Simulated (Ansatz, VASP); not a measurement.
# ZnSe: VASP beside Ansatz

INCAR

```
SYSTEM = ZnSe
PREC     = Accurate       ! precision mode
ENCUT    = 520            ! plane-wave cutoff, eV
EDIFF    = 1E-8           ! SCF threshold, eV
ISMEAR   = -1             ! smearing method
SIGMA    = 0.03           ! smearing width, eV
LREAL    = .False.        ! projectors in reciprocal space
LASPH    = .True.         ! aspherical terms in the spheres
NELM     = 80             ! most SCF steps
ALGO     = Normal         ! electronic algorithm
ISIF     = 2              ! what is computed and relaxed
LWAVE    = .False.        ! write WAVECAR
LCHARG   = .False.        ! write CHGCAR
GGA      = CA             ! functional
LEFG     = .True.       
NBANDS   = 16             ! bands
```

File KPOINTS:

```
Automatic mesh
0
Gamma
  8 8 8
  0 0 0
```

Contents of POSCAR:

```
ZnSe
1.0
    0.0000000000      2.8618592506      2.8618592506
    2.8618592506      0.0000000000      2.8618592506
    2.8618592506      2.8618592506      0.0000000000
Zn Se
1 1
Direct
    0.0000000000      0.0000000000      0.0000000000
    0.7500000000      0.7500000000      0.7500000000
```

Input for Ansatz:

```yaml
crystal:
  lattice:
    - [0.0, 2.8618592506, 2.8618592506]
    - [2.8618592506, 0.0, 2.8618592506]
    - [2.8618592506, 2.8618592506, 0.0]
  atoms:
    - { symbol: Zn, position: [0.0, 0.0, 0.0] }
    - { symbol: Se, position: [0.75, 0.75, 0.75] }
kpoints:
  mp_grid: { grid: [8, 8, 8] }
scf:
  occupations: { method: fermi_dirac, width: 0.03 }
hamiltonian:
  xc: lda
  pseudopotentials: { kind: paw }
output:
  forces: true
  stress: true
  eigenvalues: true
  efg: { contact_densities: true }
  write_density: true
  write_potential: true
  elf: true
  volumetric_format: npy
```

Change from the starting cell: volume scaled by 1.03, PAW files.

Alike in both runs: task electric field gradients; functional LDA; k mesh 8 × 8 × 8; occupations fermi-dirac, width 0.03 eV; no spin polarisation.

```csv
,VASP,Ansatz
version,VASP 6.6.1,Ansatz 0.2.0
potentials or method,"VASP PAW LDA potentials, release 64 (Zn, Se)","PAW with Ansatz's default frozen-core files, scalar-relativistic"
plane-wave cutoff (eV),520,420
valence electrons in the cell,18,28
```

|  | VASP | Ansatz | Ansatz less VASP |
| --- | --- | --- | --- |
| pressure (GPa) | -4.7 | -4.9 | -0.26 |

LDA's correlation is that of Perdew and Zunger in VASP and of Perdew and Wang (1992) in Ansatz. VASP's potentials hold 18 valence electrons a cell and Ansatz's 28, so a difference there can come from the potentials and not from the codes.
